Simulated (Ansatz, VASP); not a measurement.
## One calculation of NbCrCl, two programs

```
CELL_PARAMETERS angstrom
3.24354 0.00000 0.00000
0.00000 3.24354 0.00000
0.00000 0.00000 11.07362
ATOMIC_POSITIONS crystal
Nb 0.50000 0.00000 0.19352
Nb 0.00000 0.50000 0.80648
Cr 0.50000 0.50000 0.00000
Cr 0.00000 0.00000 0.00000
Cl 0.00000 0.50000 0.31999
Cl 0.50000 0.00000 0.68001
```

Change from the starting cell: species swapped into the CeTiGe type (P4/nmm, No. 129).

Alike in both runs: functional PBE; k mesh 12 × 12 × 4; occupations gaussian, width 0.1 eV; no spin polarisation.

Ansatz relaxed the structure, and its values are those at the end. VASP's run is a single point on that final structure, the one shown.

```csv
,VASP,Ansatz
version,VASP 6.6.1,Ansatz 0.2.0
potentials or method,"VASP PAW PBE potentials, release 64 (Nb_sv, Cr_pv, Cl), cutoff 520 eV","scalar-relativistic, plane waves, PAW"
valence electrons in the cell,64,68
```

```tsv
	VASP	Ansatz	Ansatz less VASP
gap on the k mesh at the Fermi level (eV)	none	none	-
pressure (GPa)	-0.2	0.0	+0.20
rms of the force components (eV/Å)	0.006	0.001	-0.0051
```

A gap of «none» marks a metal or a gap that the smearing closes. VASP's potentials hold 64 valence electrons a cell and Ansatz's 68, so a difference there can come from the potentials and not from the codes.
